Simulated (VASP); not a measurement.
Input of a VASP 6.6.1 run:

The input INCAR:

```
PREC     = Accurate       # precision mode
ENCUT    = 520            # plane-wave cutoff, eV
EDIFF    = 1E-6           # SCF threshold, eV
ISMEAR   = 0              # smearing method
SIGMA    = 0.1            # smearing width, eV
LREAL    = F              # projectors in reciprocal space
LASPH    = T              # aspherical terms in the spheres
NELM     = 100            # most SCF steps
ALGO     = Normal         # electronic algorithm
ISIF     = 2              # what is computed and relaxed
LWAVE    = F              # write WAVECAR
LCHARG   = F              # write CHGCAR
GGA      = PE             # functional
NBANDS   = 26             # bands
```

KPOINTS

```
Automatic mesh
0
Gamma
  8 8 6
```

File POSCAR:

```
InSb
1.0
    3.0633140000     -3.0813730000      0.0000000000
    3.0633140000      3.0813730000      0.0000000000
    0.0000000000      0.0000000000      6.1268940000
In Sb
2 2
Direct
    0.2794110000      0.7205890000      0.2500000000
    0.7205890000      0.2794110000      0.7500000000
    0.7772050000      0.2227950000      0.2500000000
    0.2227950000      0.7772050000      0.7500000000
```

Potentials or basis: VASP PAW PBE potentials, release 64 (In_d, Sb).

Launch:

```console
$ cat potpaw_PBE.64/In_d/POTCAR potpaw_PBE.64/Sb/POTCAR > POTCAR
$ mpirun -np 1 vasp_std > vasp.out
```

Problem. What does it give for the pressure?

Solution. 0.1 GPa.

Problem. Predict the band gap on the k mesh.

Solution. Zero (band 18 reaches 7.19 eV, above the bottom of band 19 at 4.56 eV).

Problem. Predict the largest force.

Solution. 0.032 eV/Å.

Stress tensor (GPa, compression positive):
```
 0.34  0.00  0.00
 0.00  0.40  0.00
 0.00  0.00 -0.52
```

Caveat: spin-orbit coupling is left out, which moves the levels of the heavy elements.
